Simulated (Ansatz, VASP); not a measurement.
## PtS2 in VASP and in Ansatz

File INCAR:

```
PREC     = Accurate       # precision mode
ENCUT    = 520            # plane-wave cutoff, eV
EDIFF    = 1E-7           # SCF threshold, eV
ISMEAR   = 0              # smearing method
SIGMA    = 0.05           # smearing width, eV
LREAL    = False          # projectors in reciprocal space
LASPH    = True           # aspherical terms in the spheres
NELM     = 100            # most SCF steps
ALGO     = Normal         # electronic algorithm
ISIF     = 2              # what is computed and relaxed
LWAVE    = False          # write WAVECAR
LCHARG   = True           # write CHGCAR
GGA      = PE             # functional
LELF     = True           # ELF
LVHAR    = True         
NBANDS   = 18             # bands
```

Contents of KPOINTS:

```
Automatic mesh
0
Gamma
  12 12 8
```

The input POSCAR:

```
PtS2
1.0
    3.5431994758      0.0000000000      0.0000000000
   -1.7715997379      3.0685007567      0.0000000000
    0.0000000000      0.0000000000      5.0388000000
Pt S
1 2
Direct
    0.0000000000      0.0000000000      0.0000000000
    0.4277695974      0.7357988101      0.1904620148
    0.6666666667      0.3333333333      0.7500000000
```

Input for Ansatz:

```yaml
crystal:
  lattice:
    - [3.5431994758, 0.0, 0.0]
    - [-1.7715997379, 3.0685007567, 0.0]
    - [0.0, 0.0, 5.0388]
  atoms:
    - { symbol: Pt, position: [0.0, 0.0, 0.0] }
    - { symbol: S, position: [0.4277695974, 0.7357988101, 0.1904620148] }
    - { symbol: S, position: [0.6666666667, 0.3333333333, 0.75] }
basis:
  ecutwfc: 420
kpoints:
  mp_grid: { grid: [12, 12, 8] }
hamiltonian:
  xc: pbe
scf:
  occupations: { method: gaussian, width: 0.05 }
output:
  forces: true
  stress: true
  eigenvalues: true
```

Alike in both runs: task single point; functional PBE; k mesh 12 × 12 × 8; occupations gaussian, width 0.05 eV; no spin polarisation.

|  | VASP | Ansatz |
| --- | --- | --- |
| version | VASP 6.6.1 | Ansatz 0.2.0 |
| potentials or method | VASP PAW PBE potentials, release 64 (Pt, S), cutoff 520 eV | scalar-relativistic, plane waves, PAW |
| valence electrons in the cell | 22 | 30 |

VASP gave:

- gap on the k mesh at the Fermi level (eV): 0.41
- least direct gap on the mesh (eV): 0.65
- pressure (GPa): 22.2
- traceless stress, the component that is largest in VASP (GPa): -16.62
- rms of the force components (eV/Å): 3.853

What did Ansatz give for the same quantities?

gap on the k mesh at the Fermi level (eV): 0.40; least direct gap on the mesh (eV): 0.65; pressure (GPa): 22.7; traceless stress, the component that is largest in VASP (GPa): -16.65; rms of the force components (eV/Å): 3.847.

Atom by atom the forces differ by 0.024 eV/Å (rms over components). VASP's potentials hold 22 valence electrons a cell and Ansatz's 30, so a difference there can come from the potentials and not from the codes.

Neither program's run includes spin-orbit coupling.
